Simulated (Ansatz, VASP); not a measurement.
## One calculation of Ru, two programs

The input INCAR:

```
SYSTEM = Ru
ALGO = Normal
EDIFF = 1E-7
ENCUT = 520
GGA = PS
ISIF = 2
ISMEAR = -1
LASPH = .TRUE.
LCHARG = .FALSE.
LREAL = .FALSE.
LWAVE = .FALSE.
NBANDS = 21
NELM = 60
PREC = Accurate
SIGMA = 0.08
```

Contents of KPOINTS:

```
k-points
0
G
  18 18 10
  0 0 0
```

The input POSCAR:

```
Ru
1.0
    2.4908049317      0.0000000000      0.0000000000
   -1.2454024659      2.1571003467      0.0000000000
    0.0000000000      0.0000000000      3.9674400134
Ru
2
Direct
    0.3333333333      0.6666666667      0.2500000000
    0.6666666667      0.3333333333      0.7500000000
```

Input for Ansatz:

```yaml
crystal:
  lattice:
    - [2.4908049317, 0.0, 0.0]
    - [-1.2454024659, 2.1571003467, 0.0]
    - [0.0, 0.0, 3.9674400134]
  atoms:
    - { symbol: Ru, position: [0.3333333333, 0.6666666667, 0.25] }
    - { symbol: Ru, position: [0.6666666667, 0.3333333333, 0.75] }
kpoints:
  mp_grid: { grid: [18, 18, 10] }
scf:
  occupations: { method: fermi_dirac, width: 0.08 }
hamiltonian:
  xc: pbesol
  pseudopotentials: { kind: paw }
output:
  forces: true
  stress: true
  eigenvalues: true
  populations: true
```

Change from the starting cell: volume scaled by 0.8, PAW files.

Alike in both runs: task single point; functional PBEsol; k mesh 18 × 18 × 10; occupations fermi-dirac, width 0.08 eV; no spin polarisation.

```csv
,VASP,Ansatz
version,VASP 6.6.1,Ansatz 0.2.0
potentials or method,"VASP PAW PBE potentials, release 64 (Ru_pv)","PAW with Ansatz's default frozen-core files, scalar-relativistic"
plane-wave cutoff (eV),520,420
valence electrons in the cell,28,32
```

Ansatz gave:

| Quantity | Value |
| --- | --- |
| pressure (GPa) | 130.4 |
| traceless stress, the component that is largest in VASP (GPa) | -0.01 |

Q: Estimate VASP's values.

A: Pressure (GPa): 131.7; traceless stress, the component that is largest in VASP (GPa): 0.13.

VASP's potentials were made for PBE, not for PBEsol. Both programs put the cell under a high pressure, so it lies far from rest at this level. VASP's potentials hold 28 valence electrons a cell and Ansatz's 32, so a difference there can come from the potentials and not from the codes.

Noted on VASP's run: the cell as given lies far from equilibrium.
